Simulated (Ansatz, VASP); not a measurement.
## PbSe: VASP beside Ansatz

INCAR

```
PREC = Accurate
ENCUT = 520
EDIFF = 1E-7
ISMEAR = 0
SIGMA = 0.03
LREAL = False
LASPH = True
NELM = 80
ALGO = Normal
ISIF = 2
LWAVE = False
LCHARG = False
GGA = PE
IVDW = 12
NBANDS = 17
```

Contents of KPOINTS:

```
regular mesh
0
Gamma
  10 10 10
```

The input POSCAR:

```
PbSe
1.0
    0.0000000000      3.2539538932      3.0518833565
    3.2539538932      0.0000000000      3.0518833565
    3.2539538932      3.2539538932      0.0000000000
Pb Se
1 1
Direct
    0.0000000000      0.0000000000      0.0000000000
    0.5000000000      0.5000000000      0.5000000000
```

Input for Ansatz:

```yaml
crystal:
  lattice:
    - [0.0, 3.2539538932, 3.0518833565]
    - [3.2539538932, 0.0, 3.0518833565]
    - [3.2539538932, 3.2539538932, 0.0]
  atoms:
    - { symbol: Pb, position: [0.0, 0.0, 0.0] }
    - { symbol: Se, position: [0.5, 0.5, 0.5] }
basis:
  ecutwfc: 420
kpoints:
  mp_grid: { grid: [10, 10, 10] }
hamiltonian:
  xc: pbe
  dispersion: d3bj
scf:
  occupations: { method: gaussian, width: 0.03 }
output:
  forces: true
  stress: true
  eigenvalues: true
```

Alike in both runs: task single point; functional PBE; dispersion D3(BJ); k mesh 10 × 10 × 10; occupations gaussian, width 0.03 eV; no spin polarisation.

```csv
,VASP,Ansatz
version,VASP 6.6.1,Ansatz 0.2.0
potentials or method,"VASP PAW PBE potentials, release 64 (Pb_d, Se), cutoff 520 eV","scalar-relativistic, plane waves, PAW"
valence electrons in the cell,20,30
```

```tsv
	VASP	Ansatz	Ansatz less VASP
gap on the k mesh at the Fermi level (eV)	0.53	0.52	-0.004
least direct gap on the mesh (eV)	0.53	0.52	-0.004
pressure (GPa)	-1.8	-1.8	+0.02
traceless stress, the component that is largest in VASP (GPa)	3.45	3.44	-0.011
```

VASP's potentials hold 20 valence electrons a cell and Ansatz's 30, so a difference there can come from the potentials and not from the codes. Ansatz's warnings: dispersion switch in reach.

Spin-orbit coupling is off throughout.
